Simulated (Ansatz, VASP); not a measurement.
**Cu2H3: VASP beside Ansatz**

The input INCAR:

```
ALGO = Normal ; EDIFF = 1E-6
EDIFFG = -0.01 ; ENCUT = 600
GGA = PE ; IBRION = 2
ISIF = 3 ; ISMEAR = 0
LASPH = T ; LCHARG = F
LREAL = F ; LWAVE = F
NELM = 100 ; NSW = 100
PREC = Accurate ; SIGMA = 0.1
```

The input KPOINTS:

```
k-points
0
Gamma
  10 10 12
```

The input POSCAR:

```
Cu2H3
1.0
    3.6391630171      0.0000000000      0.0000000000
    0.0000000000      3.6391630171      0.0000000000
    0.0000000000      0.0000000000      3.2142274001
Cu H
2 3
Direct
    0.0000000000      0.5000000000      0.5000000000
    0.5000000000      0.0000000000      0.5000000000
    0.0000000000      0.5000000000      0.0000000000
    0.5000000000      0.0000000000      0.0000000000
    0.5000000000      0.5000000000      0.5000000000
```

Input for Ansatz:

```yaml
crystal:
  lattice:
    - [3.6391630171, 0.0, 0.0]
    - [0.0, 3.6391630171, 0.0]
    - [0.0, 0.0, 3.2142274001]
  atoms:
    - { symbol: Cu, position: [0.0, 0.5, 0.5] }
    - { symbol: Cu, position: [0.5, 0.0, 0.5] }
    - { symbol: H, position: [0.0, 0.5, 0.0] }
    - { symbol: H, position: [0.5, 0.0, 0.0] }
    - { symbol: H, position: [0.5, 0.5, 0.5] }
basis:
  ecutwfc: 420
kpoints:
  mp_grid: { grid: [10, 10, 12] }
hamiltonian:
  xc: pbe
scf:
  occupations: { method: gaussian, width: 0.1 }
output:
  forces: true
  stress: true
  eigenvalues: true
relax:
  adjacent_minimum: "off"
  f_tol: 0.01
  max_steps: 80
  cell: { stress_tol: 0.05 }
```

Alike in both runs: task relaxation of cell and atoms; functional PBE; k mesh 10 × 10 × 12; occupations gaussian, width 0.1 eV; no spin polarisation.

```csv
,VASP,Ansatz
version,VASP 6.6.1,Ansatz 0.2.0
potentials or method,"VASP PAW PBE potentials, release 64 (Cu, H), cutoff 600 eV","scalar-relativistic, plane waves, PAW"
valence electrons in the cell,25,41
```

|  | VASP | Ansatz | Ansatz less VASP |
| --- | --- | --- | --- |
| gap on the k mesh at the Fermi level, each at its own relaxed structure (eV) | none | none | - |
| relaxed volume (Å³/atom) | 8.63 | 8.60 | -0.029 |
| relaxed length of the cell vector where the two differ most in proportion (Å) | 3.679 | 3.674 | -0.0052 |

A gap of «none» marks a metal or a gap that the smearing closes. VASP's potentials hold 25 valence electrons a cell and Ansatz's 41, so a difference there can come from the potentials and not from the codes.
